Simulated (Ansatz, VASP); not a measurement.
Two plane-wave programs on GePt2

```
Ge Pt
1.0
     7.26778    0.00000    0.00000
    -3.63389    6.29408    0.00000
     0.00000    0.00000    3.45868
Ge Pt
3 6
Cartesian
  3.6339 2.0980 0.0000
  0.0000 4.1961 0.0000
  0.0000 0.0000 1.7293
  4.5274 0.0000 1.7293
  1.3702 2.3733 1.7293
  5.0041 3.9208 1.7293
  -1.0353 1.7933 0.0000
  2.5985 4.5008 0.0000
  2.0707 0.0000 0.0000
```

Change from the starting cell: strain +0.0750 x Voigt [1, 1, 0, 0, 0, 0], atoms carried along.

Alike in both runs: task single point; functional PBEsol; k mesh 6 × 6 × 12; occupations gaussian, width 0.15 eV; no spin polarisation.

```csv
,VASP,Ansatz
version,VASP 6.6.1,Ansatz 0.2.0
potentials or method,"VASP PAW PBE potentials, release 64 (Ge_d, Pt), cutoff 520 eV","scalar-relativistic, plane waves, PAW"
valence electrons in the cell,102,150
```

```tsv
	VASP	Ansatz	Ansatz less VASP
gap on the k mesh at the Fermi level (eV)	none	none	-
pressure (GPa)	-23.0	-22.9	+0.09
traceless stress, the component that is largest in VASP (GPa)	4.52	4.55	+0.024
rms of the force components (eV/Å)	0.154	0.155	+0.0007
```

VASP's potentials were made for PBE, not for PBEsol. Atom by atom the forces differ by 0.001 eV/Å (rms over components). A gap of «none» marks a metal or a gap that the smearing closes. With one functional, cell and mesh, what is left measures potentials, basis and numerics. VASP's potentials hold 102 valence electrons a cell and Ansatz's 150, so a difference there can come from the potentials and not from the codes.

Neither program's run includes spin-orbit coupling.
